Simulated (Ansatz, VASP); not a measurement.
# Two plane-wave programs on CdSe

```
Cd Se
1.0
     0.00000    3.23812    3.23812
     3.23812    0.00000    3.23812
     3.07147    3.07147    0.16666
Cd Se
1 1
Direct
  0.00000 0.00000 0.00000
  0.75000 0.75000 0.75000
```

Alike in both runs: task single point; functional PBE; k mesh 10 × 10 × 10; occupations gaussian, width 0.05 eV; no spin polarisation.

|  | VASP | Ansatz |
| --- | --- | --- |
| version | VASP 6.6.1 | Ansatz 0.2.0 |
| potentials or method | VASP PAW PBE potentials, release 64 (Cd, Se), cutoff 520 eV | scalar-relativistic, plane waves, PAW |
| valence electrons in the cell | 18 | 36 |

|  | VASP | Ansatz | Ansatz less VASP |
| --- | --- | --- | --- |
| gap on the k mesh at the Fermi level (eV) | 0.48 | 0.48 | +0.003 |
| least direct gap on the mesh (eV) | 0.51 | 0.51 | +0.003 |
| pressure (GPa) | -1.4 | -1.6 | -0.21 |
| traceless stress, the component that is largest in VASP (GPa) | 1.93 | 1.88 | -0.048 |
| rms of the force components (eV/Å) | 0.283 | 0.271 | -0.0124 |

Atom by atom the forces differ by 0.012 eV/Å (rms over components). VASP's potentials hold 18 valence electrons a cell and Ansatz's 36, so a difference there can come from the potentials and not from the codes.
